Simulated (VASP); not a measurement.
A run of VASP 6.6.1 is set up as follows.

The input INCAR:

```
SYSTEM = In2O
PREC = Accurate
ENCUT = 520
EDIFF = 1E-6
ISMEAR = -1
SIGMA = 0.06122561905347299
LREAL = .False.
LASPH = .True.
NELM = 80
ALGO = Normal
ISIF = 2
LWAVE = .False.
LCHARG = .True.
GGA = PE
LELF = .True.
LVHAR = .True.
NBANDS = 23
```

Contents of KPOINTS:

```
Automatic mesh
0
Gamma
  15 15 15
  0 0 0
```

Contents of POSCAR:

```
In2O
1.0
    0.0000000000      3.1625366918      3.1625366918
    3.1625366918      0.0000000000      3.1625366918
    3.1625366918      3.1625366918      0.0000000000
In O
2 1
Direct
    0.2500000000      0.2500000000      0.2500000000
    0.7500000000      0.7500000000      0.7500000000
    0.0000000000      0.0000000000      0.0000000000
```

Potentials or basis: VASP PAW PBE potentials, release 64 (In_d, O).

Launch:

```bash
$ cat potpaw_PBE.64/In_d/POTCAR potpaw_PBE.64/O/POTCAR > POTCAR
$ mpirun -np 1 vasp_std > vasp.out
```

Question: Predict the band gap on the k mesh.

Answer: Zero (bands 16 and 17 overlap by 2.00 eV).

Question: Estimate the pressure.

Answer: 2.0 GPa.

Caveat: spin-orbit coupling is left out, which moves the levels of the heavy elements.
